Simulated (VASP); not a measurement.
Runs of VASP 6.6.1 on BaZrO3. The structure is that of space group Pm-3m (No. 221), or close to it. The cells are those of the table. 

| level | spin | cell | smearing | gap on the mesh (eV) | pressure (GPa) | moment (μB) |
| --- | --- | --- | --- | --- | --- | --- |
| PBE | off | a = 4.374 Å, 5 atoms | fermi-dirac 0.02 eV | 2.89 | -11.6 | - |
| r2SCAN | off | a = 4.079 Å, 5 atoms | gaussian 0.01 eV | 3.89 | 19.7 | - |
| PBE | off | a = 4.163 Å, 5 atoms | fermi-dirac 0.02 eV | 3.23 | 8.7 | - |
| PBE | off | a = 4.332 Å, 5 atoms | fermi-dirac 0.02 eV | 2.96 | -8.6 | - |
| r2SCAN | non-collinear, zero start, SOC | a = 4.121 Å, 5 atoms | gaussian 0.01 eV | - | 12.6 | 0.00 |
| r2SCAN | off | a = 4.163 Å, 5 atoms | gaussian 0.01 eV | 3.75 | (b) | - |
| PBE | off | a = 4.247 Å, 5 atoms | fermi-dirac 0.02 eV | 3.10 | -1.2 | - |
| PBE | off | a = 4.289 Å, 5 atoms | fermi-dirac 0.02 eV | 3.03 | (a) | - |
| r2SCAN | off | a = 4.037 Å, 5 atoms | gaussian 0.01 eV | (c) | 27.8 | - |
| r2SCAN | non-collinear, zero start, SOC | a = 4.079 Å, 5 atoms | gaussian 0.01 eV | - | 19.7 | 0.00 |
| PBE | off | a = 4.121 Å, 5 atoms | fermi-dirac 0.02 eV | 3.30 | 14.8 | - |
| PBE | off | a = 4.037 Å, 5 atoms | fermi-dirac 0.02 eV | 3.41 | 29.7 | - |

Alike in all rows: task single point; potentials or basis VASP PAW PBE potentials, release 64 (Ba_sv, Zr_sv, O); k mesh 6 × 6 × 6; cutoff (eV) 520.

**Question.** Estimate the missing entries.

**Answer.** (a) -5.2; (b) 6.4; (c) 3.96.

Caveats: spin-orbit coupling is left out, which moves the levels of the heavy elements (at least some runs); the cell stands under pressure (at least some runs); the PAW data sets were made with another functional, which shifts forces and pressure a little (at least some runs); the cell stands under tension (at least some runs).

A k mesh can miss the band edges, and rows without SOC leave out spin-orbit coupling on Ba, Zr.
